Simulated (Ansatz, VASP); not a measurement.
# AgCl: VASP beside Ansatz

```xyz
2
Lattice="0.0000 2.7732 2.7870 2.7732 0.0000 2.7870 2.7732 2.7732 0.0000" Properties=species:S:1:pos:R:3 pbc="T T T"
Ag    0.0000    0.0000    0.0000
Cl    2.7732    2.7732    2.7870
```

Change from the starting cell: uniaxial_z strain +0.5%.

Alike in both runs: task single point; functional r2SCAN; k mesh 8 × 8 × 8; no spin polarisation.

|  | VASP | Ansatz |
| --- | --- | --- |
| version | VASP 6.6.1 | Ansatz 0.2.0 |
| potentials or method | VASP PAW PBE potentials, release 64 (Ag, Cl) | plane waves, PAW |
| plane-wave cutoff (eV) | 520 | 500 |
| occupations | gaussian, width 0.01 eV | fixed |
| valence electrons in the cell | 18 | 26 |

|  | VASP | Ansatz | Ansatz less VASP |
| --- | --- | --- | --- |
| gap on the k mesh at the Fermi level (eV) | 1.41 | 1.46 | +0.053 |
| pressure (GPa) | -0.4 | -0.3 | +0.08 |
| traceless stress, the component that is largest in VASP (GPa) | -0.09 | -0.09 | -0.002 |

VASP's potentials were made for PBE, not for r2SCAN. VASP's potentials hold 18 valence electrons a cell and Ansatz's 26, so a difference there can come from the potentials and not from the codes.
